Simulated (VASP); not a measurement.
# Ta (C2/m) in VASP: notebook

Ta is run at these levels: PBEsol; tasks: single point.

Everything below comes from runs of VASP 6.6.1. Logs are shortened: lines on timing, memory, paths and dates and some standing lists are left out, and cuts for length are marked.

## 1. The cell of the first run

Symmetry: C2/m, No. 12, monoclinic system. Conventional cell: a = 4.671 Å, b = 3.303 Å, c = 9.542 Å, α = 90.00°, β = 101.77°, γ = 90.00°. Within 3.1 Å of Ta (site symmetry m) lie 7 Ta at 2.37 to 2.86 Å. Ta (site symmetry m) has 14 Ta at 2.86 to 3.30 Å within 3.8 Å.

## 2. Single point, PBEsol (the part above a cut slid along it)

INCAR

```
SYSTEM = Ta
  ALGO = Fast
  EDIFF = 1E-7
  ENCUT = 520
  GGA = PS
  ISIF = 2
  ISMEAR = 0
  LASPH = .True.
  LCHARG = .False.
  LREAL = .False.
  LWAVE = .False.
  NBANDS = 30
  NELM = 60
  PREC = Accurate
  SIGMA = 0.15
```

KPOINTS

```
k-points
0
Gamma
  17 17 5
  0 0 0
```

POSCAR

```
Ta
1.0
   -1.6512800000      1.6512800000     -1.6512800000
   -1.6512800000     -1.6512800000      1.6512800000
    0.0000000000      7.9812967520      5.2289432480
Ta
4
Direct
   -0.3646125000      0.3646125000      0.8750000000
    0.4479125000      0.5520875000      0.1250000000
   -0.1562625000      0.1562625000      0.3750000000
    0.2395625000      0.7604375000      0.6250000000
```

Potentials or basis: VASP PAW PBE potentials, release 64 (Ta_pv).

On the command line:

```bash
cat potpaw_PBE.64/Ta_pv/POTCAR > POTCAR
mpirun -np 1 vasp_std > vasp.out
```

OUTCAR:

```text
SYSTEM = Ta
   EDIFF = 1E-7
   ENCUT = 520
   GGA = PS
   ISIF = 2
   ISMEAR = 0
   LASPH = .True.
   LREAL = .False.
   NELM = 60
   PREC = Accurate

 ion  position               nearest neighbor table
   1  0.635  0.365  0.875-   2 2.37   4 2.86   4 2.86   4 3.30   4 3.30   2 3.46   2 3.46
   2  0.448  0.552  0.125-   1 2.37   3 2.86   3 2.86   3 3.30   3 3.30   1 3.46   1 3.46
   3  0.844  0.156  0.375-   2 2.86   4 2.86   2 2.86   4 2.86   4 3.30   2 3.30   2 3.30   4 3.30

   4  0.240  0.760  0.625-   3 2.86   1 2.86   3 2.86   1 2.86   3 3.30   1 3.30   1 3.30   3 3.30

  LATTYP: Found a base centered monoclinic cell.
 ALAT       =     4.6705251426
 B/A-ratio  =     0.7071067812
 C/A-ratio  =     2.0429485774
 COS(beta)  =    -0.2039698917

  Lattice vectors:

 A1 = (  -1.6512800000,  -1.6512800000,   1.6512800000)
 A2 = (   1.6512800000,  -1.6512800000,   1.6512800000)
 A3 = (   0.0000000000,   7.9812967520,   5.2289432480)

Analysis of symmetry for initial positions (statically):
=====================================================================
 Subroutine PRICEL returns:
 Original cell was already a primitive cell.

 Routine SETGRP: Setting up the symmetry group for a
 base centered monoclinic supercell.

 Subroutine GETGRP returns: Found  4 space group operations
 (whereof  2 operations were pure point group operations)
 out of a pool of  4 trial point group operations.

The static configuration has the point symmetry C_1h.
 The point group associated with its full space group is C_2h.

Analysis of symmetry for dynamics (positions and initial velocities):
=====================================================================
 Subroutine PRICEL returns:
 Original cell was already a primitive cell.

 Routine SETGRP: Setting up the symmetry group for a
 base centered monoclinic supercell.

 Subroutine GETGRP returns: Found  4 space group operations
 (whereof  2 operations were pure point group operations)
 out of a pool of  4 trial point group operations.

The dynamic configuration has the point symmetry C_1h.
 The point group associated with its full space group is C_2h.

 Subroutine INISYM returns: Found  4 space group operations
 (whereof  2 operations are pure point group operations),
 and found     1 'primitive' translations

----------------------------------------------------------------------------------------

                                     Primitive cell

  volume of cell :      72.0414

  direct lattice vectors                    reciprocal lattice vectors
    -1.651280000  1.651280000 -1.651280000    -0.302795407  0.119853992 -0.182941415
    -1.651280000 -1.651280000  1.651280000    -0.302795407 -0.119853992  0.182941415
     0.000000000  7.981296752  5.228943248     0.000000000  0.075698852  0.075698852

  length of vectors
     2.860100858  2.860100858  9.541642696     0.373520548  0.373520548  0.107054343

  position of ions in fractional coordinates (direct lattice)
     0.635387500  0.364612500  0.875000000
     0.447912500  0.552087500  0.125000000
     0.843737500  0.156262500  0.375000000
     0.239562500  0.760437500  0.625000000

  ion indices of the primitive-cell ions
   primitive index   ion index
                 1           1
                 2           2
                 3           3
                 4           4

----------------------------------------------------------------------------------------

 KPOINTS: k-points

Automatic generation of k-mesh.
 Grid dimensions read from file:
 generate k-points for:   17   17    5

 Generating k-lattice:

  Cartesian coordinates                     Fractional coordinates (reciprocal lattice)
    -0.017811495  0.007050235 -0.010761260     0.058823529  0.000000000  0.000000000
    -0.017811495 -0.007050235  0.010761260     0.000000000  0.058823529  0.000000000
     0.000000000  0.015139770  0.015139770     0.000000000  0.000000000  0.200000000

  Length of vectors
     0.021971797  0.021971797  0.021410869

  Shift w.r.t. Gamma in fractional coordinates (k-lattice)
     0.000000000  0.000000000  0.000000000

 Subroutine IBZKPT returns following result:
 ===========================================

 Found    387 irreducible k-points:

 Following reciprocal coordinates:
            Coordinates               Weight
  0.000000  0.000000  0.000000      1.000000
  0.058824  0.000000 -0.000000      4.000000
  0.117647 -0.000000  0.000000      4.000000
  0.176471  0.000000  0.000000      4.000000
  0.235294 -0.000000  0.000000      4.000000
  0.294118 -0.000000  0.000000      4.000000
[... 16 lines left out ...]
 -0.176471  0.058824 -0.000000      4.000000
 -0.117647  0.058824 -0.000000      4.000000
 [... further k-points ...]
   k-points           NKPTS =    387   k-points in BZ     NKDIM =    387   number of bands    NBANDS=     30
   number of dos      NEDOS =    301   number of ions     NIONS =      4
   total plane-waves  NPLWV =  41472
   dimension x,y,z NGX =    24 NGY =   24 NGZ =   72
   dimension x,y,z NGXF=    48 NGYF=   48 NGZF=  144
   ions per type =               4
   NGX,Y,Z   is equivalent  to a cutoff of  13.95, 13.95, 12.54 a.u.
   NGXF,Y,Z  is equivalent  to a cutoff of  27.90, 27.90, 25.09 a.u.
 SYSTEM =  Ta
   PREC   = accura    normal or accurate (medium, high low for compatibility)
   ISTART =      0    job   : 0-new  1-cont  2-samecut
   ICHARG =      2    charge: 1-file 2-atom 10-const
   ISPIN  =      1    spin polarized calculation?
   LNONCOLLINEAR =      F non collinear calculations
   LSORBIT =      F    spin-orbit coupling
   LASPH  =      T    aspherical Exc in radial PAW
   ENCUT  =  520.0 eV  38.22 Ry    6.18 a.u.   5.32  5.32 17.74*2*pi/ulx,y,z
   NELM   =     60;   NELMIN=  2; NELMDL= -5     # of ELM steps
   EDIFF  = 0.1E-06   stopping-criterion for ELM
   LREAL  =      F    real-space projection
   EDIFFG = 0.1E-05   stopping-criterion for IOM
   NSW    =      0    number of steps for IOM
   IBRION =     -1    ionic relax: 0-MD 1-quasi-New 2-CG
   NFREE  =      0    steps in history (QN), initial steepest desc. (CG)
   ISIF   =      2    stress and relaxation
   ISYM   =      2    0-nonsym 1-usesym 2-fastsym
   POTIM  = 0.5000    time-step for ionic-motion
   TEBEG  =    0.0;   TEEND  =   0.0 temperature during run
   PSTRESS=    0.0 pullay stress
   NELECT =      44.0000    total number of electrons
   NUPDOWN=      -1.0000    fix difference up-down
   EMIN   =  10.00;   EMAX   =-10.00  energy-range for DOS
   EFERMI =   0.00;   METHOD = LEGACY
   ISMEAR =     0;   SIGMA  =   0.15  broadening in eV -4-tet -1-fermi 0-gaus
   EFERMI_NEDOS =   21; number of points for ismear=-14 and -15
   IALGO  =     68    algorithm
   IMIX   =      4    mixing-type and parameters
     AMIX     =   0.40;   BMIX     =  1.00
     AMIX_MAG =   1.60;   BMIX_MAG =  1.00
  volume/ion in A,a.u.               =      18.01       121.54
  Fermi-wavevector in a.u.,A,eV,Ry     =   1.388988  2.624806 26.249534  1.929286
  Thomas-Fermi vector in A             =   2.513061
   LORBIT       =      0    0 simple, 1 ext, 2 COOP (PROOUT), +10 PAW based schemes
   GGA     = PS    functional components
   LHFCALC =     F    Hartree Fock is set to
   AEXX    =    0.0000 exact exchange contribution
   IVDW    =     0    specifies the selected vdW correction
   LEPSILON=     F    determine dielectric tensor
   LRPA    =     F    only Hartree local field effects (RPA)
 non-spin polarized calculation
 RMM-DIIS sequential band-by-band and
 Gauss-broadening in eV      SIGMA  =   0.15
  energy-cutoff  :      520.00
  volume of cell :       72.04
 maximum number of plane-waves:      1958
 NGX is ok and might be reduce to    24
   NGX = 11   NGY = 11   NGZ = 35

 number of electron      44.0000000 magnetization

 Free energy of the ion-electron system (eV)
  ---------------------------------------------------
  ext. energy  EPLUGINS =         0.00000000
  ---------------------------------------------------
  free energy    TOTEN  =       -49.03551544 eV

  energy without entropy =      -48.98861287  energy(sigma->0) =      -49.01206415

 E-fermi :   5.4304     XC(G=0): -12.7002

 val. band max:        5.4289955668   @ k =   0.4118   0.2941   0.4000
 cond. band min:       5.4312791229   @ k =   0.2353   0.1765   0.2000
 fundamental gap:      0.0022835561
 Fermi energy:         5.4304269673

 k-point     1 :       0.0000    0.0000    0.0000
  band No.  band energies     occupation
      1     -29.5667      2.00000
      2     -28.5446      2.00000
      3     -28.2036      2.00000
      4     -28.0649      2.00000
      5     -28.0466      2.00000
      6     -27.8168      2.00000
[... 22 lines left out ...]
     29       8.8149      0.00000
     30       8.8233      0.00000

 k-point     2 :       0.0588    0.0000   -0.0000
  band No.  band energies     occupation
      1     -29.5601      2.00000
      2     -28.5479      2.00000
      3     -28.2159      2.00000
      4     -28.0718      2.00000
      5     -28.0506      2.00000
      6     -27.8347      2.00000
[... 22 lines left out ...]
     29       8.7091      0.00000
     30       8.8606      0.00000

 k-point     3 :       0.1176   -0.0000    0.0000
  band No.  band energies     occupation
      1     -29.5418      2.00000
      2     -28.5581      2.00000
      3     -28.2567      2.00000
      4     -28.1101      2.00000
      5     -28.0566      2.00000
      6     -27.8996      2.00000
[... 22 lines left out ...]
     29       8.6103      0.00000
     30       8.9328      0.00000

 k-point     4 :       0.1765    0.0000    0.0000
  band No.  band energies     occupation
      1     -29.5150      2.00000
      2     -28.5776      2.00000
      3     -28.3326      2.00000
      4     -28.1924      2.00000
      5     -28.0803      2.00000
      6     -28.0160      2.00000
[... 22 lines left out ...]
     29       8.6849      0.00000
     30       8.9640      0.00000

 k-point     5 :       0.2353   -0.0000    0.0000
  band No.  band energies     occupation
      1     -29.4849      2.00000
      2     -28.6138      2.00000
      3     -28.4389      2.00000
      4     -28.3110      2.00000
      5     -28.1748      2.00000
      6     -28.1161      2.00000
[... 22 lines left out ...]
     29       8.9729      0.00000
     30       9.1227      0.00000
[... 526 lines left out ...]
     29       8.9301      0.00000
     30       9.1950      0.00000

 k-point    22 :      -0.2353    0.0588    0.0000
  band No.  band energies     occupation
      1     -29.4896      2.00000
      2     -28.5889      2.00000
      3     -28.3923      2.00000
      4     -28.3077      2.00000
      5     -28.1521      2.00000
      6     -28.1048      2.00000
[... 22 lines left out ...]
     29       8.5153      0.00000
     30       8.6425      0.00000

 k-point    23 :      -0.1765    0.0588   -0.0000
  band No.  band energies     occupation
      1     -29.5186      2.00000
      2     -28.5619      2.00000
      3     -28.2791      2.00000
      4     -28.1940      2.00000
      5     -28.0673      2.00000
      6     -28.0070      2.00000
[... 22 lines left out ...]
     29       8.1590      0.00000
     30       8.5429      0.00000

 k-point    24 :      -0.1176    0.0588   -0.0000
  band No.  band energies     occupation
      1     -29.5429      2.00000
      2     -28.5500      2.00000
      3     -28.2089      2.00000
      4     -28.1191      2.00000
      5     -28.0619      2.00000
      6     -27.8985      2.00000
[... 22 lines left out ...]
     29       8.1578      0.00000
     30       8.6644      0.00000

 [... further k-points ...]
[... 5 lines left out ...]
  --------------------------------------------------------------------------------------
  -------------------------------------------------------------------------------------
  Total       -2.9948284     -0.8716858      4.4029204      0.0000000      1.7795227      0.0000000
  in kB      -66.6040107    -19.3860094     97.9195182      0.0000000     39.5760071      0.0000000
  external PRESSURE =       3.9764994 kB  Pullay stress =       0.0000000 kB

 VOLUME and BASIS-vectors are now :
 -----------------------------------------------------------------------------
  energy-cutoff  :      520.00
  volume of cell :       72.04
      direct lattice vectors                 reciprocal lattice vectors
    -1.651280000  1.651280000 -1.651280000    -0.302795407  0.119853992 -0.182941415
    -1.651280000 -1.651280000  1.651280000    -0.302795407 -0.119853992  0.182941415
     0.000000000  7.981296752  5.228943248     0.000000000  0.075698852  0.075698852

 POSITION                                       TOTAL-FORCE (eV/Angst)
 -----------------------------------------------------------------------------------
     -1.65128      7.43076      4.12820         0.000000     -1.308054     -3.365898
     -1.65128      0.82564      0.82564         0.000000      1.308054      3.365898
     -1.65128      4.12820      0.82564         0.000000     -0.134018     -0.304632
     -1.65128      4.12820      4.12820         0.000000      0.134018      0.304632
 -----------------------------------------------------------------------------------
    total drift:                               -0.000000      0.000000     -0.000000

  FREE ENERGIE OF THE ION-ELECTRON SYSTEM (eV)
  ---------------------------------------------------
  free  energy   TOTEN  =       -49.0355154383 eV

  energy  without entropy=      -48.9886128690  energy(sigma->0) =      -49.01206415
```

Run time: 12 min. Hardware: 1 thread of Intel Xeon Platinum 8488C (Sapphire Rapids), shared host; peak memory 0.65 GiB.

What came out:

* Free energy: -49.0355 eV
* Pressure: 0.4 GPa
* Largest force: 3.611 eV/Å
* Band gap on the k mesh: zero (bands 22 and 23 overlap by 1.02 eV)

Forces on the atoms (eV/Å):
```
Ta   0.000 -1.308 -3.366
Ta   0.000  1.308  3.366
Ta   0.000 -0.134 -0.305
Ta   0.000  0.134  0.305
```

Levels at points of the mesh, in eV from the Fermi level:
```
           k point  band 18  band 19  band 20  band 21  band 22  band 23  band 24  band 25  band 26  band 27
(0.00, 0.00, 0.00)    -1.40    -1.39    -0.06     0.17     0.28     0.44     1.30     1.35     1.54     2.95
```

Caveat: the cell differs from its parent crystal (the part above a cut slid along it); the stress differs along the axes, from -7 to 10 GPa; the PAW data sets were made with another functional, which shifts forces and pressure a little; spin-orbit coupling is left out, which moves the levels of the heavy elements.

## 3. Single point, PBEsol (the part above a cut slid along it)

INCAR

```
PREC     = Accurate       # precision mode
ENCUT    = 520            # plane-wave cutoff, eV
EDIFF    = 1E-7           # SCF threshold, eV
ISMEAR   = 0              # smearing method
SIGMA    = 0.15           # smearing width, eV
LREAL    = F              # projectors in reciprocal space
LASPH    = T              # aspherical terms in the spheres
NELM     = 60             # most SCF steps
ALGO     = Fast           # electronic algorithm
ISIF     = 2              # what is computed and relaxed
LWAVE    = F              # write WAVECAR
LCHARG   = F              # write CHGCAR
GGA      = PS             # functional
NBANDS   = 30             # bands
```

KPOINTS

```
Automatic mesh
0
Gamma
  17 17 5
```

POSCAR

```
Ta
1.0
   -1.6512800000      1.6512800000     -1.6512800000
   -1.6512800000     -1.6512800000      1.6512800000
    0.0000000000      7.1556567520      6.0545832480
Ta
4
Direct
   -0.1458625000      0.1458625000      0.8750000000
    0.4791625000      0.5208375000      0.1250000000
   -0.0625125000      0.0625125000      0.3750000000
    0.3958125000      0.6041875000      0.6250000000
```

Potentials or basis: VASP PAW PBE potentials, release 64 (Ta_pv).

On the command line:

```bash
cat potpaw_PBE.64/Ta_pv/POTCAR > POTCAR
mpirun -np 1 vasp_std > vasp.out
```

It took 13 min on 1 thread of Intel Xeon Platinum 8375C at 2.90GHz (Ice Lake), shared host; peak memory 0.66 GiB.

It converged, with:

```yaml
Free_energy: -49.9609 eV
Pressure: -2.3 GPa
Largest_force: 0.634 eV/Å
Band_gap_on_the_k_mesh: zero (bands 22 and 23 overlap by 1.50 eV)
```

Forces on the atoms (eV/Å):
```
Ta   0.000  0.128 -0.621
Ta   0.000 -0.128  0.621
Ta   0.000  0.096  0.062
Ta   0.000 -0.096 -0.062
```

Stress tensor (GPa, compression positive):
```
-2.73  0.00  0.00
 0.00 -4.26 -0.03
 0.00 -0.03  0.11
```

Levels at points of the mesh, in eV from the Fermi level:
```
           k point  band 20  band 21  band 22  band 23  band 24  band 25
(0.00, 0.00, 0.00)    -0.29    -0.21     0.32     0.80     1.12     1.52
```

Caveat: the cell differs from its parent crystal (the part above a cut slid along it); the PAW data sets were made with another functional, which shifts forces and pressure a little; spin-orbit coupling is left out, which moves the levels of the heavy elements.

(Continued in part 2 of 2.)
